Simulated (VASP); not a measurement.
Here is a VASP 6.6.1 calculation.

INCAR

```
ALGO = Normal ; EDIFF = 1E-6
ENCUT = 520 ; GGA = PE
ISIF = 2 ; ISMEAR = 0
LASPH = True ; LCHARG = True
LELF = True ; LREAL = False
LVHAR = True ; LWAVE = False
NBANDS = 9 ; NELM = 60
PREC = Accurate ; SIGMA = 0.15
```

Contents of KPOINTS:

```
k-points
0
Gamma
  15 15 15
```

File POSCAR:

```
Te
1.0
    2.3353112695      1.3482925901      1.8235667267
   -2.3353112695      1.3482925901      1.8235667267
    0.0000000000     -2.6965851802      1.8235667267
Te
1
Direct
    0.5000000000      0.5000000000      0.5000000000
```

Potentials or basis: VASP PAW PBE potentials, release 64 (Te).

The run is started by

```sh
$ cat potpaw_PBE.64/Te/POTCAR > POTCAR
$ mpirun -np 1 vasp_std > vasp.out
```

Predict the pressure.

-2.4 GPa.

Estimate the band gap on the k mesh.

zero (bands 3 and 4 overlap by 4.79 eV).

Stress tensor (GPa, compression positive):
```
-2.54  0.00  0.00
 0.00 -2.54  0.00
 0.00  0.00 -2.08
```

Caveat: spin-orbit coupling is left out, which moves the levels of the heavy elements.
